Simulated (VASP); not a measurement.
# Ta in VASP: further runs, part 2 of 2

VASP 6.6.1. The steps go on from the part before.

## (3) Single point, PBE+D3(BJ)

This run uses another cell than the first one.

Input file INCAR:

```
PREC     = Accurate       # precision mode
ENCUT    = 400            # plane-wave cutoff, eV
EDIFF    = 1E-6           # SCF threshold, eV
ISMEAR   = 0              # smearing method
SIGMA    = 0.1            # smearing width, eV
LREAL    = False          # projectors in reciprocal space
LASPH    = True           # aspherical terms in the spheres
NELM     = 120            # most SCF steps
ALGO     = Normal         # electronic algorithm
ISIF     = 2              # what is computed and relaxed
LWAVE    = False          # write WAVECAR
LCHARG   = True           # write CHGCAR
LDIPOL   = True         
IDIPOL   = 3            
DIPOL    = 0.5 0.5 0.439
GGA      = PE             # functional
IVDW     = 12             # dispersion correction
LELF     = True           # ELF
LVHAR    = True         
LVACPOTAV= True         
NBANDS   = 78             # bands
GGA_COMPAT= False        
NELMDL   = -8
```

Input file KPOINTS:

```
Automatic mesh
0
Gamma
  4 4 1
```

Input file POSCAR:

```
Ta
1.0
    5.6896945747      0.0000000000      0.0000000000
   -1.8965648582      5.3642954889      0.0000000000
    0.0000000000      0.0000000000     23.4400119973
Ta
12
Direct
    0.2500000000      0.2500000000      0.3412967537
    0.2500000000      0.7500000000      0.3412967537
    0.7500000000      0.2500000000      0.3412967537
    0.7500000000      0.7500000000      0.3412967537
    0.4981584783      0.4984745861      0.4398190592
    0.4976689002     -0.0014731668      0.4368399148
   -0.0007575253      0.5025560262      0.4379373246
    0.0007555205      0.0032395070      0.4380588910
    0.7658184577      0.7470534952      0.5383378743
    0.7347930154      0.2312149147      0.5325600307
    0.2595077539      0.7670793470      0.5360626110
    0.2295332135      0.2532926748      0.5388771016
```

Potentials or basis: VASP PAW PBE potentials, release 64 (Ta_pv).

Command:

```
$ cat potpaw_PBE.64/Ta_pv/POTCAR > POTCAR
$ mpirun -np 1 vasp_std > vasp.out
```

OUTCAR:

```text
PREC = Accurate
   ENCUT = 400
   EDIFF = 1E-6
   ISMEAR = 0
   LREAL = False
   LASPH = True
   NELM = 120
   ISIF = 2
   GGA = PE
   IVDW = 12
   NELMDL = -8
 IVDW          = 12

 ion  position               nearest neighbor table
   1  0.250  0.250  0.341-   8 2.79   5 2.83   3 2.84   3 2.84   2 2.84   2 2.84   6 3.22   7 3.26
                             4 3.28   4 3.28
   2  0.250  0.750  0.341-   6 2.77   7 2.79   4 2.84   4 2.84   1 2.84   1 2.84   8 3.25   5 3.27
                             3 3.28   3 3.28
   3  0.750  0.250  0.341-   6 2.78   7 2.80   1 2.84   1 2.84   4 2.84   4 2.84   8 3.24   5 3.28
                             2 3.28   2 3.28
   4  0.750  0.750  0.341-   8 2.81   5 2.84   2 2.84   2 2.84   3 2.84   3 2.84   6 3.23   7 3.23
[... 1048 lines left out ...]
      direct lattice vectors                 reciprocal lattice vectors
     5.689694575  0.000000000  0.000000000     0.175756359  0.062139257  0.000000000
    -1.896564858  5.364295489  0.000000000     0.000000000  0.186417770  0.000000000
     0.000000000  0.000000000 23.440011997     0.000000000  0.000000000  0.042662094

 POSITION                                       TOTAL-FORCE (eV/Angst)
 -----------------------------------------------------------------------------------
      0.94828      1.34107      8.00000        -0.067333      0.084913      0.025640
      0.00000      4.02322      8.00000        -0.015241      0.032797      0.062936
      3.79313      1.34107      8.00000        -0.034391      0.009373     -0.032702
      2.84485      4.02322      8.00000         0.063448     -0.086772      0.057115
      1.88898      2.67396     10.30936         0.004832      0.097719      0.033151
      0.93781      5.35639     10.23953         0.050869      0.007293      0.067972
      4.73225      2.69586     10.26526         0.062900     -0.045750      0.246265
     -0.00185      0.01738     10.26811        -0.121352     -0.165927      0.293865
      2.94044      4.00742     12.61865        -0.483687     -0.006715     -0.465236
      3.74223      1.24031     12.48321        -0.158488      0.451003      0.438016
      0.02170      4.11484     12.56531         0.210035     -0.290361     -0.205827
      0.82559      1.35874     12.63129         0.488409     -0.087574     -0.521194
 -----------------------------------------------------------------------------------
    total drift:                               -0.000100      0.000234      0.000462

  FREE ENERGIE OF THE ION-ELECTRON SYSTEM (eV)
  ---------------------------------------------------
  free  energy   TOTEN  =      -137.7388651772 eV

  energy  without entropy=     -137.6527451593  energy(sigma->0) =     -137.69580517

 vacuum level on the upper side and lower side of the slab         3.286         3.296
```

It took 18 min on 1 thread of Intel Xeon Platinum 8375C at 2.90GHz (Ice Lake), shared host; peak memory 0.65 GiB.

What came out:

```yaml
Free_energy: -137.7389 eV
Largest_force: 0.720 eV/Å
Band_gap_on_the_k_mesh: zero (bands 66 and 67 overlap by 0.91 eV)
Dispersion_energy_per_atom: -0.426 eV
```

Forces in eV/Å, atoms in the order of the input:
```
Ta  -0.067  0.085  0.026
Ta  -0.015  0.033  0.063
Ta  -0.034  0.009 -0.033
Ta   0.063 -0.087  0.057
Ta   0.005  0.098  0.033
Ta   0.051  0.007  0.068
Ta   0.063 -0.046  0.246
Ta  -0.121 -0.166  0.294
Ta  -0.484 -0.007 -0.465
Ta  -0.158  0.451  0.438
Ta   0.210 -0.290 -0.206
Ta   0.488 -0.088 -0.521
```

Caveat: spin-orbit coupling is left out, which moves the levels of the heavy elements.

## (4) Single point, PBE+D3(BJ)

This run uses another cell than the first one.

Input file INCAR:

```
  PREC = Accurate
  ENCUT = 520
  EDIFF = 1E-7
  ISMEAR = 0
  SIGMA = 0.1
  LREAL = False
  LASPH = True
  NELM = 80
  ALGO = Normal
  ISIF = 2
  LWAVE = False
  LCHARG = True
  LDIPOL = True
  IDIPOL = 3
  DIPOL = 0.5 0.5 0.498
  GGA = PE
  IVDW = 12
  LELF = True
  LVHAR = True
  LVACPOTAV = True
  NBANDS = 78
```

KPOINTS is that of step 3.

Input file POSCAR:

```
Ta
1.0
    5.6896945749      0.0000000000      0.0000000000
   -1.8965648583      5.3642954891      0.0000000000
    0.0000000000      0.0000000000     20.6456161669
Ta
12
Direct
    0.2500000000      0.2500000000      0.3874914624
    0.2500000000      0.7500000000      0.3874914624
    0.7500000000      0.2500000000      0.3874914624
    0.7500000000      0.7500000000      0.3874914624
    0.5000000000      0.5000000000      0.4977673378
    0.5000000000      0.0000000000      0.4977673378
    0.0000000000      0.5000000000      0.4977673378
    0.0000000000      0.0000000000      0.4977673378
    0.7500000000      0.7500000000      0.6078281318
    0.7500000000      0.2500000000      0.6078281318
    0.2500000000      0.7500000000      0.6078281318
    0.2500000000      0.2500000000      0.6078281318
```

Command:

```
$ cat potpaw_PBE.64/Ta_pv/POTCAR > POTCAR
$ mpirun -np 1 vasp_std > vasp.out
```

Wall time 24 min (1 thread of Oxide Virtual Turin-like, shared host); peak memory 0.66 GiB.

The run converged. Its results:

- Free energy: -137.9068 eV
- Largest force: 0.036 eV/Å
- Band gap on the k mesh: zero (bands 66 and 67 overlap by 0.93 eV)
- Dispersion energy per atom: -0.428 eV

Forces in eV/Å, atoms in the order of the input:
```
Ta   0.000  0.000  0.036
Ta   0.000  0.000  0.036
Ta   0.000  0.000  0.036
Ta   0.000  0.000  0.036
Ta   0.000  0.000 -0.024
Ta   0.000  0.000 -0.024
Ta   0.000  0.000 -0.024
Ta   0.000  0.000 -0.024
Ta   0.000  0.000 -0.012
Ta   0.000  0.000 -0.012
Ta   0.000  0.000 -0.012
Ta   0.000  0.000 -0.012
```

Levels at points of the mesh, in eV from the Fermi level:
```
           k point  band 63  band 64  band 65  band 66  band 67  band 68  band 69  band 70
(0.00, 0.00, 0.00)    -0.25     0.20     0.48     0.55     0.55     1.12     1.13     1.21
(0.50, 0.00, 0.00)    -0.50    -0.50    -0.41    -0.41    -0.25    -0.25     0.17     0.17
(0.50, 0.50, 0.00)    -0.18    -0.18    -0.10    -0.10     0.07     0.07     0.11     0.11
```

Caveat: spin-orbit coupling is left out, which moves the levels of the heavy elements.

## (5) Summary

| cell | cutoff (eV) | gap on the mesh (eV) | largest force (eV/Å) |
| --- | --- | --- | --- |
| a = 5.690, b = 5.690, c = 24.836 Å, angles 90.0, 90.0, 109.5°, 12 atoms, atomic positions A | 520 | none | 0.65 |
| a = 5.690, b = 5.690, c = 23.440 Å, angles 90.0, 90.0, 109.5°, 12 atoms, atomic positions B | 400 | none | 0.72 |
| a = 5.690, b = 5.690, c = 20.646 Å, angles 90.0, 90.0, 109.5°, 12 atoms, atomic positions C | 520 | none | 0.04 |

Alike in all rows: task single point; level PBE+D3(BJ); potentials or basis VASP PAW PBE potentials, release 64 (Ta_pv); no spin polarisation; k mesh 4 × 4 × 1; smearing gaussian 0.1 eV.

Caveats: spin-orbit coupling is left out, which moves the levels of the heavy elements.

Absolute energies hang on the potentials; compare differences alone.
